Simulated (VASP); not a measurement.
Sc12Pd, 13 atoms in the cell. The cell holds a slab with vacuum, 13 atoms: a = 6.620 Å, b = 6.620 Å, c = 18.276 Å, α = 90.00°, β = 90.00°, γ = 60.00°. 

| Quantity | Value |
| --- | --- |
| Program | VASP 6.6.1 |
| Task | single point |
| Functional | LDA |
| Potentials or basis | VASP PAW LDA potentials, release 64 (Sc_sv, Pd) |
| Cutoff | 520 eV |
| k mesh | 3 × 3 × 1 |
| Occupations | fermi-dirac, width 0.15 eV |
| Spin | no spin polarisation |
| Dipole correction | no |
| Further INCAR settings | ALGO = Normal; EDIFF = 1e-06; NBANDS = 83 |

Potentials or basis: VASP PAW LDA potentials, release 64 (Sc_sv, Pd).

Command:

```sh
$ cat potpaw_LDA.64/Sc_sv/POTCAR potpaw_LDA.64/Pd/POTCAR > POTCAR
$ mpirun -np 1 vasp_std > vasp.out
```

Hardware: 1 thread of Intel(R) Xeon(R) Platinum 8259CL CPU @ 2.50GHz (Skylake/Cascade Lake), on a shared host.

Q: Estimate the wall time of this run.

A: Wall time 21 min on 1 thread of Intel(R) Xeon(R) Platinum 8259CL CPU @ 2.50GHz (Skylake/Cascade Lake) (shared host), peak memory 0.65 GiB. Counts: scf iterations 36, k points 5.
